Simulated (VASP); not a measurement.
Write the native input for VASP 6.6.1 that does the following.

* Task: single point
* Functional: r2SCAN
* Potentials or basis: VASP PAW PBE potentials, release 64 (B, N)
* Cutoff: 520 eV
* k mesh: 12 × 12 × 12
* Occupations: gaussian, width 0.02 eV
* Spin: no spin polarisation
* Dipole correction: no
* Further INCAR settings: ALGO = Normal; EDIFF = 1e-06; NBANDS = 11

Crystal: BN.

```
B N
1.0
     0.00000    1.74896    1.74896
     1.74896    0.00000    1.74896
     1.74896    1.74896    0.00000
B N
1 1
Direct
  0.00000 0.00000 0.00000
  0.75000 0.75000 0.75000
```

One way to write it, as run:

POSCAR

```
BN
1.0
    0.0000000000      1.7489585757      1.7489585757
    1.7489585757      0.0000000000      1.7489585757
    1.7489585757      1.7489585757      0.0000000000
B N
1 1
Direct
    0.0000000000      0.0000000000      0.0000000000
    0.7500000000      0.7500000000      0.7500000000
```

INCAR.step1

```
SYSTEM = BN
ALGO = Normal
EDIFF = 1E-4
ENCUT = 520
GGA = PE
ISMEAR = 0
LASPH = .True.
LCHARG = .False.
LREAL = .False.
LWAVE = .True.
NBANDS = 11
NELM = 60
PREC = Accurate
SIGMA = 0.02
```

INCAR.step2

```
SYSTEM = BN
ALGO = Normal
EDIFF = 1E-6
ENCUT = 520
ISIF = 2
ISMEAR = 0
ISTART = 1
LASPH = .True.
LCHARG = .False.
LMIXTAU = .True.
LREAL = .False.
LWAVE = .False.
METAGGA = R2SCAN
NBANDS = 11
NELM = 60
PREC = Accurate
SIGMA = 0.02
```

KPOINTS

```
k-points
0
Gamma
  12 12 12
  0 0 0
```

Potentials or basis: VASP PAW PBE potentials, release 64 (B, N).

Command:

```console
$ cat potpaw_PBE.64/B/POTCAR potpaw_PBE.64/N/POTCAR > POTCAR
$ cp INCAR.step1 INCAR
$ mpirun -np 1 vasp_std > vasp.out
$ cp INCAR.step2 INCAR
$ mpirun -np 1 vasp_std > vasp.out
```

It gave:

```yaml
Pressure: 45.4 GPa
Band_gap_on_the_k_mesh: 5.09 eV (least direct gap 10.01 eV)
```

Caveat: the cell stands under pressure; the PAW data sets were made with another functional, which shifts forces and pressure a little.

Run time: 18 s on 1 thread of Intel(R) Xeon(R) 6975P-C (Granite Rapids), with other jobs on the host, peak memory 0.11 GiB.
